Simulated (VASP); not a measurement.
# WS2 in VASP: a series of runs

The runs below take WS2 through single point, with PBE.

All numbers are computed with VASP 6.6.1; they aren't measurements. Logs are shortened: lines on timing, memory, paths and dates and some standing lists are left out, and cuts for length are marked.

**1. The cell of the first run**

The cell holds a slab with vacuum, 3 atoms: a = 3.184 Å, b = 3.184 Å, c = 16.951 Å, α = 90.00°, β = 90.00°, γ = 120.00°.

**2. Single point, PBE**

Contents of INCAR:

```
SYSTEM = WS2
ALGO = Normal
EDIFF = 1E-7
ENCUT = 520
GGA = PE
ISIF = 2
ISMEAR = 0
LASPH = .TRUE.
LCHARG = .FALSE.
LREAL = .FALSE.
LWAVE = .FALSE.
NBANDS = 20
NELM = 60
PREC = Accurate
SIGMA = 0.15
```

Contents of KPOINTS:

```
k-points
0
G
  12 12 2
  0 0 0
```

Contents of POSCAR:

```
WS2
1.0
    3.1835160000      0.0000000000      0.0000000000
   -1.5917580000      2.7570060000      0.0000000000
    0.0000000000      0.0000000000     16.9505780000
W S
1 2
Direct
    0.3424011409      0.6848022819      0.0000000000
    0.6666666667      0.3333333333      0.9079990000
    0.6666666667      0.3333333333      0.0920010000
```

Potentials or basis: VASP PAW PBE potentials, release 64 (W_sv, S).

Command:

```sh
$ cat potpaw_PBE.64/W_sv/POTCAR potpaw_PBE.64/S/POTCAR > POTCAR
$ mpirun -np 1 vasp_std > vasp.out
```

OUTCAR:

```text
SYSTEM = WS2
   EDIFF = 1E-7
   ENCUT = 520
   GGA = PE
   ISIF = 2
   ISMEAR = 0
   LASPH = .TRUE.
   LREAL = .FALSE.
   NELM = 60
   PREC = Accurate

 ion  position               nearest neighbor table
   1  0.342  0.685  0.000-   2 2.37   3 2.37   2 2.43   3 2.43   2 2.43   3 2.43
   2  0.667  0.333  0.908-   1 2.37   1 2.43   1 2.43
   3  0.667  0.333  0.092-   1 2.37   1 2.43   1 2.43

  LATTYP: Found a hexagonal cell.
 ALAT       =     3.1835160000
 C/A-ratio  =     5.3244833700

  Lattice vectors:

 A1 = (   3.1835160000,   0.0000000000,   0.0000000000)
 A2 = (  -1.5917580000,   2.7570060000,   0.0000000000)
 A3 = (   0.0000000000,   0.0000000000,  16.9505780000)

Analysis of symmetry for initial positions (statically):
=====================================================================
 Subroutine PRICEL returns:
 Original cell was already a primitive cell.

 Routine SETGRP: Setting up the symmetry group for a
 hexagonal supercell.

 Subroutine GETGRP returns: Found  4 space group operations
 (whereof  4 operations were pure point group operations)
 out of a pool of 24 trial point group operations.

The static configuration has the point symmetry C_2v.

Analysis of symmetry for dynamics (positions and initial velocities):
=====================================================================
 Subroutine PRICEL returns:
 Original cell was already a primitive cell.

 Routine SETGRP: Setting up the symmetry group for a
 hexagonal supercell.

 Subroutine GETGRP returns: Found  4 space group operations
 (whereof  4 operations were pure point group operations)
 out of a pool of 24 trial point group operations.

The dynamic configuration has the point symmetry C_2v.

 Subroutine INISYM returns: Found  4 space group operations
 (whereof  4 operations are pure point group operations),
 and found     1 'primitive' translations

----------------------------------------------------------------------------------------

                                     Primitive cell

  volume of cell :     148.7748

  direct lattice vectors                    reciprocal lattice vectors
     3.183516000  0.000000000  0.000000000     0.314118101  0.181356152  0.000000000
    -1.591758000  2.757006000  0.000000000     0.000000000  0.362712305  0.000000000
     0.000000000  0.000000000 16.950578000     0.000000000  0.000000000  0.058995038

  length of vectors
     3.183516000  3.183516234 16.950578000     0.362712331  0.362712305  0.058995038

  position of ions in fractional coordinates (direct lattice)
     0.342401141  0.684802282  0.000000000
     0.666666667  0.333333333  0.907999000
     0.666666667  0.333333333  0.092001000

  ion indices of the primitive-cell ions
   primitive index   ion index
                 1           1
                 2           2
                 3           3

----------------------------------------------------------------------------------------

 KPOINTS: k-points

Automatic generation of k-mesh.
 Grid dimensions read from file:
 generate k-points for:   12   12    2

 Generating k-lattice:

  Cartesian coordinates                     Fractional coordinates (reciprocal lattice)
     0.026176508  0.015113013  0.000000000     0.083333333  0.000000000  0.000000000
     0.000000000  0.030226025  0.000000000     0.000000000  0.083333333  0.000000000
     0.000000000  0.000000000  0.029497519     0.000000000  0.000000000  0.500000000

  Length of vectors
     0.030226028  0.030226025  0.029497519

  Shift w.r.t. Gamma in fractional coordinates (k-lattice)
     0.000000000  0.000000000  0.000000000

 Subroutine IBZKPT returns following result:
 ===========================================

 Found     86 irreducible k-points:

 Following reciprocal coordinates:
            Coordinates               Weight
  0.000000  0.000000  0.000000      1.000000
  0.083333  0.000000  0.000000      4.000000
  0.000000  0.083333  0.000000      2.000000
  0.166667  0.000000  0.000000      4.000000
  0.000000  0.166667  0.000000      2.000000
  0.250000  0.000000  0.000000      4.000000
[... 16 lines left out ...]
 -0.083333  0.416667  0.000000      4.000000
 -0.416667  0.333333  0.000000      4.000000
 [... further k-points ...]
   k-points           NKPTS =     86   k-points in BZ     NKDIM =     86   number of bands    NBANDS=     20
   number of dos      NEDOS =    301   number of ions     NIONS =      3
   total plane-waves  NPLWV =  72576
   dimension x,y,z NGX =    24 NGY =   24 NGZ =  126
   dimension x,y,z NGXF=    48 NGYF=   48 NGZF=  252
   ions per type =               1   2
   NGX,Y,Z   is equivalent  to a cutoff of  12.53, 12.53, 12.36 a.u.
   NGXF,Y,Z  is equivalent  to a cutoff of  25.07, 25.07, 24.72 a.u.
 SYSTEM =  WS2
   PREC   = accura    normal or accurate (medium, high low for compatibility)
   ISTART =      0    job   : 0-new  1-cont  2-samecut
   ICHARG =      2    charge: 1-file 2-atom 10-const
   ISPIN  =      1    spin polarized calculation?
   LNONCOLLINEAR =      F non collinear calculations
   LSORBIT =      F    spin-orbit coupling
   LASPH  =      T    aspherical Exc in radial PAW
   ENCUT  =  520.0 eV  38.22 Ry    6.18 a.u.   5.92  5.92 31.52*2*pi/ulx,y,z
   NELM   =     60;   NELMIN=  2; NELMDL= -5     # of ELM steps
   EDIFF  = 0.1E-06   stopping-criterion for ELM
   LREAL  =      F    real-space projection
   EDIFFG = 0.1E-05   stopping-criterion for IOM
   NSW    =      0    number of steps for IOM
   IBRION =     -1    ionic relax: 0-MD 1-quasi-New 2-CG
   NFREE  =      0    steps in history (QN), initial steepest desc. (CG)
   ISIF   =      2    stress and relaxation
   ISYM   =      2    0-nonsym 1-usesym 2-fastsym
   POTIM  = 0.5000    time-step for ionic-motion
   TEBEG  =    0.0;   TEEND  =   0.0 temperature during run
   PSTRESS=    0.0 pullay stress
   NELECT =      26.0000    total number of electrons
   NUPDOWN=      -1.0000    fix difference up-down
   EMIN   =  10.00;   EMAX   =-10.00  energy-range for DOS
   EFERMI =   0.00;   METHOD = LEGACY
   ISMEAR =     0;   SIGMA  =   0.15  broadening in eV -4-tet -1-fermi 0-gaus
   EFERMI_NEDOS =   21; number of points for ismear=-14 and -15
   IALGO  =     38    algorithm
   IMIX   =      4    mixing-type and parameters
     AMIX     =   0.40;   BMIX     =  1.00
     AMIX_MAG =   1.60;   BMIX_MAG =  1.00
  volume/ion in A,a.u.               =      49.59       334.66
  Fermi-wavevector in a.u.,A,eV,Ry     =   0.915285  1.729637 11.398227  0.837746
  Thomas-Fermi vector in A             =   2.040009
   LORBIT       =      0    0 simple, 1 ext, 2 COOP (PROOUT), +10 PAW based schemes
   GGA     = PE    functional components
   LHFCALC =     F    Hartree Fock is set to
   AEXX    =    0.0000 exact exchange contribution
   IVDW    =     0    specifies the selected vdW correction
   LEPSILON=     F    determine dielectric tensor
   LRPA    =     F    only Hartree local field effects (RPA)
 non-spin polarized calculation
 Gauss-broadening in eV      SIGMA  =   0.15
  energy-cutoff  :      520.00
  volume of cell :      148.77
 maximum number of plane-waves:      4032
   NGX = 11   NGY = 11   NGZ = 63

 number of electron      26.0000001 magnetization

 Free energy of the ion-electron system (eV)
  ---------------------------------------------------
  ext. energy  EPLUGINS =         0.00000000
  ---------------------------------------------------
  free energy    TOTEN  =       -23.64416755 eV

  energy without entropy =      -23.64416755  energy(sigma->0) =      -23.64416755

 E-fermi :  -0.5023     XC(G=0):  -4.5388

 val. band max:       -1.2110227442   @ k =   0.3333   0.3333   0.5000
 cond. band min:       0.5833965784   @ k =   0.3333   0.3333   0.0000
 fundamental gap:      1.7944193226
 Fermi energy:        -0.5022695104

 k-point     1 :       0.0000    0.0000    0.0000
  band No.  band energies     occupation
      1     -75.2287      2.00000
      2     -39.4680      2.00000
      3     -39.3247      2.00000
      4     -39.3172      2.00000
      5     -15.9881      2.00000
      6     -14.3222      2.00000
[... 12 lines left out ...]
     19       4.2530      0.00000
     20       4.3655      0.00000

 k-point     2 :       0.0833    0.0000    0.0000
  band No.  band energies     occupation
      1     -75.2276      2.00000
      2     -39.4640      2.00000
      3     -39.3425      2.00000
      4     -39.3273      2.00000
      5     -15.8746      2.00000
      6     -14.2800      2.00000
[... 12 lines left out ...]
     19       4.3896      0.00000
     20       4.7520      0.00000

 k-point     3 :       0.0000    0.0833    0.0000
  band No.  band energies     occupation
      1     -75.2275      2.00000
      2     -39.4639      2.00000
      3     -39.3477      2.00000
      4     -39.3225      2.00000
      5     -15.8717      2.00000
      6     -14.2839      2.00000
[... 12 lines left out ...]
     19       4.3926      0.00000
     20       4.7410      0.00000

 k-point     4 :       0.1667    0.0000    0.0000
  band No.  band energies     occupation
      1     -75.2245      2.00000
      2     -39.4529      2.00000
      3     -39.4035      2.00000
      4     -39.3422      2.00000
      5     -15.5516      2.00000
      6     -14.1599      2.00000
[... 12 lines left out ...]
     19       4.7832      0.00000
     20       5.6233      0.00000

 k-point     5 :       0.0000    0.1667    0.0000
  band No.  band energies     occupation
      1     -75.2245      2.00000
      2     -39.4525      2.00000
      3     -39.4100      2.00000
      4     -39.3370      2.00000
      5     -15.5401      2.00000
      6     -14.1756      2.00000
[... 12 lines left out ...]
     19       4.7914      0.00000
     20       5.6057      0.00000
[... 353 lines left out ...]
      6     -13.8526      2.00000
[... 12 lines left out ...]
     19       5.8283      0.00000
     20       6.3664      0.00000

 k-point    22 :       0.3333    0.0833    0.0000
  band No.  band energies     occupation
      1     -75.2141      2.00000
      2     -39.5996      2.00000
      3     -39.4146      2.00000
      4     -39.4011      2.00000
      5     -14.2274      2.00000
      6     -13.6888      2.00000
[... 12 lines left out ...]
     19       6.3305      0.00000
     20       6.4470      0.00000

 k-point    23 :      -0.0833    0.4167    0.0000
  band No.  band energies     occupation
      1     -75.2140      2.00000
      2     -39.6074      2.00000
      3     -39.4135      2.00000
      4     -39.3968      2.00000
      5     -14.1794      2.00000
      6     -13.7451      2.00000
[... 12 lines left out ...]
     19       6.3458      0.00000
     20       6.4510      0.00000

 k-point    24 :      -0.4167    0.3333    0.0000
  band No.  band energies     occupation
      1     -75.2141      2.00000
      2     -39.5968      2.00000
      3     -39.4149      2.00000
      4     -39.4029      2.00000
      5     -14.2374      2.00000
      6     -13.6726      2.00000
[... 12 lines left out ...]
     19       6.3160      0.00000
     20       6.4994      0.00000

 [... further k-points ...]

------------------------ aborting loop because EDIFF is reached ----------------------------------------

  FORCE on cell =-STRESS in cart. coord.  units (eV):
  Direction    XX          YY          ZZ          XY          YZ          ZX
  --------------------------------------------------------------------------------------
  -------------------------------------------------------------------------------------
  Total        0.0905275      0.7976681      0.8929434      0.0000000      0.0000000      0.0000000
  in kB        0.9749036      8.5902056      9.6162394      0.0000000      0.0000000      0.0000000
  external PRESSURE =       6.3937829 kB  Pullay stress =       0.0000000 kB

 VOLUME and BASIS-vectors are now :
 -----------------------------------------------------------------------------
  energy-cutoff  :      520.00
  volume of cell :      148.77
      direct lattice vectors                 reciprocal lattice vectors
     3.183516000  0.000000000  0.000000000     0.314118101  0.181356152  0.000000000
    -1.591758000  2.757006000  0.000000000     0.000000000  0.362712305  0.000000000
     0.000000000  0.000000000 16.950578000     0.000000000  0.000000000  0.058995038

 POSITION                                       TOTAL-FORCE (eV/Angst)
 -----------------------------------------------------------------------------------
     -0.00000      1.88800      0.00000         0.000000     -1.082033      0.000000
      1.59176      0.91900     15.39111         0.000000      0.541017     -0.295383
      1.59176      0.91900      1.55947         0.000000      0.541017      0.295383
 -----------------------------------------------------------------------------------
    total drift:                               -0.000000      0.000058      0.000000

  FREE ENERGIE OF THE ION-ELECTRON SYSTEM (eV)
  ---------------------------------------------------
  free  energy   TOTEN  =       -23.6441675505 eV

  energy  without entropy=      -23.6441675505  energy(sigma->0) =      -23.64416755
```

Run time: 3.1 min. Hardware: 1 thread of Intel Xeon 6975P-C (Granite Rapids), shared host; peak memory 0.39 GiB.

What came out:

```yaml
Free_energy: -23.6442 eV
Largest_force: 1.082 eV/Å
Band_gap_on_the_k_mesh: 1.79 eV
```

Forces on the atoms (eV/Å):
```
W    0.000 -1.082  0.000
S    0.000  0.541 -0.295
S    0.000  0.541  0.295
```

Caveat: spin-orbit coupling is left out, which moves the levels of the heavy elements.

**3. Single point, PBE**

Contents of INCAR:

```
  PREC = Accurate
  ENCUT = 520
  EDIFF = 1E-6
  ISMEAR = 0
  SIGMA = 0.15
  LREAL = False
  LASPH = True
  NELM = 80
  ALGO = Normal
  ISIF = 2
  LWAVE = False
  LCHARG = False
  GGA = PE
  NBANDS = 20
```

Contents of KPOINTS:

```
Automatic mesh
0
Gamma
  12 12 2
```

Changes to POSCAR since step 2:

```diff
@@ -8,3 +8,3 @@
 Direct
-    0.3424011409      0.6848022819      0.0000000000
+    0.3514689486      0.7029378971      0.0000000000
     0.6666666667      0.3333333333      0.9079990000
```

Potentials or basis: VASP PAW PBE potentials, release 64 (W_sv, S).

Command:

```sh
$ cat potpaw_PBE.64/W_sv/POTCAR potpaw_PBE.64/S/POTCAR > POTCAR
$ mpirun -np 1 vasp_std > vasp.out
```

OUTCAR:

```text
PREC = Accurate
   ENCUT = 520
   EDIFF = 1E-6
   ISMEAR = 0
   LREAL = False
   LASPH = True
   NELM = 80
   ISIF = 2
   GGA = PE

 ion  position               nearest neighbor table
   1  0.351  0.703  0.000-   2 2.34   3 2.34   2 2.45   3 2.45   2 2.45   3 2.45
   2  0.667  0.333  0.908-   1 2.34   1 2.45   1 2.45
   3  0.667  0.333  0.092-   1 2.34   1 2.45   1 2.45

  LATTYP: Found a hexagonal cell.
 ALAT       =     3.1835160000
 C/A-ratio  =     5.3244833700

  Lattice vectors:
[... 743 lines left out ...]

  FORCE on cell =-STRESS in cart. coord.  units (eV):
  Direction    XX          YY          ZZ          XY          YZ          ZX
  --------------------------------------------------------------------------------------
  -------------------------------------------------------------------------------------
  Total       -0.1327055      1.2825955      1.2016001      0.0000000      0.0000000      0.0000000
  in kB       -1.4291256     13.8124599     12.9402083      0.0000000      0.0000000      0.0000000
  external PRESSURE =       8.4411809 kB  Pullay stress =       0.0000000 kB

 VOLUME and BASIS-vectors are now :
 -----------------------------------------------------------------------------
  energy-cutoff  :      520.00
  volume of cell :      148.77
      direct lattice vectors                 reciprocal lattice vectors
     3.183516000  0.000000000  0.000000000     0.314118101  0.181356152  0.000000000
    -1.591758000  2.757006000  0.000000000     0.000000000  0.362712305  0.000000000
     0.000000000  0.000000000 16.950578000     0.000000000  0.000000000  0.058995038

 POSITION                                       TOTAL-FORCE (eV/Angst)
 -----------------------------------------------------------------------------------
      0.00000      1.93800      0.00000         0.000000     -2.177785      0.000000
      1.59176      0.91900     15.39111        -0.000000      1.088892     -0.394316
      1.59176      0.91900      1.55947        -0.000000      1.088892      0.394316
 -----------------------------------------------------------------------------------
    total drift:                               -0.000000     -0.000148     -0.000000

  FREE ENERGIE OF THE ION-ELECTRON SYSTEM (eV)
  ---------------------------------------------------
  free  energy   TOTEN  =       -23.5627120422 eV

  energy  without entropy=      -23.5627120422  energy(sigma->0) =      -23.56271204
```

OSZICAR:

```text
N       E                     dE             d eps       ncg     rms          rms(c)
DAV:   1     0.176891352279E+03    0.17689E+03   -0.13878E+04  4128   0.108E+03
DAV:   2    -0.112469074645E+02   -0.18814E+03   -0.18238E+03  4464   0.256E+02
DAV:   3    -0.246985857525E+02   -0.13452E+02   -0.13343E+02  4548   0.665E+01
[... 14 lines left out ...]
DAV:  18    -0.235626929530E+02   -0.29365E-04   -0.15182E-06  3392   0.553E-03    0.107E-02
DAV:  19    -0.235627030025E+02   -0.10049E-04   -0.41085E-07  3436   0.280E-03    0.493E-03
DAV:  20    -0.235627099448E+02   -0.69423E-05   -0.40160E-07  3456   0.206E-03    0.158E-03
DAV:  21    -0.235627118329E+02   -0.18881E-05   -0.93915E-08  3032   0.107E-03    0.211E-03
DAV:  22    -0.235627120422E+02   -0.20935E-06   -0.67189E-09  2604   0.420E-04
   1 F= -.23562712E+02 E0= -.23562712E+02  d E =-.831463E-12
```

It took 3.4 min on 1 thread of Intel Xeon 6975P-C (Granite Rapids), shared host; peak memory 0.4 GiB.

What came out:

| Quantity | Value |
| --- | --- |
| Free energy | -23.5627 eV |
| Largest force | 2.178 eV/Å |
| Band gap on the k mesh | 1.78 eV |

Forces in eV/Å, atoms in the order of the input:
```
W    0.000 -2.178  0.000
S    0.000  1.089 -0.394
S    0.000  1.089  0.394
```

Levels at points of the mesh, in eV from the valence-band top:
```tsv
k point	band 10	band 11	band 12	band 13	band 14	band 15	band 16	band 17
(0.00, 0.00, 0.00)	-2.27	-1.95	-1.20	-0.04	2.32	2.72	3.27	3.40
(0.50, 0.00, 0.00)	-3.55	-2.03	-1.51	-0.64	2.85	3.30	3.66	4.99
(0.00, 0.50, 0.00)	-3.29	-2.33	-1.26	-1.15	2.74	3.30	4.39	4.66
(0.00, 0.00, 0.50)	-2.27	-1.95	-1.20	-0.04	2.32	2.72	3.27	3.40
(0.50, 0.00, 0.50)	-3.55	-2.03	-1.51	-0.64	2.85	3.30	3.66	4.99
(0.00, 0.50, 0.50)	-3.29	-2.33	-1.26	-1.15	2.74	3.30	4.39	4.66
```

Caveat: spin-orbit coupling is left out, which moves the levels of the heavy elements.
